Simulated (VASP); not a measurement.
A run of VASP 6.6.1:

INCAR

```
SYSTEM = GaP
ALGO = Normal
EDIFF = 1E-6
ENCUT = 520
GGA = PE
ISIF = 2
ISMEAR = 0
LASPH = .TRUE.
LCHARG = .FALSE.
LREAL = .FALSE.
LWAVE = .FALSE.
NBANDS = 16
NELM = 60
PREC = Accurate
SIGMA = 0.01
```

Contents of KPOINTS:

```
k-points
0
G
  6 6 6
  0 0 0
```

The input POSCAR:

```
GaP
1.0
    0.0000000000      2.8069983056      2.8069983056
    2.8069983056      0.0000000000      2.8069983056
    2.8069983056      2.8069983056      0.0000000000
Ga P
1 1
Direct
    0.0000000000      0.0000000000      0.0000000000
    0.2500000000      0.2500000000      0.2500000000
```

Potentials or basis: VASP PAW PBE potentials, release 64 (Ga_d, P).

Run with:

```sh
$ cat potpaw_PBE.64/Ga_d/POTCAR potpaw_PBE.64/P/POTCAR > POTCAR
$ mpirun -np 1 vasp_std > vasp.out
```

Hardware: 1 thread of Intel(R) Xeon(R) Platinum 8488C (Sapphire Rapids), with other jobs on the host.

Task: Estimate the wall time of this run.

Result: It took 12 s on 1 thread of Intel(R) Xeon(R) Platinum 8488C (Sapphire Rapids) (shared host), peak memory 0.16 GiB. Counts: scf iterations 12, k points 16.
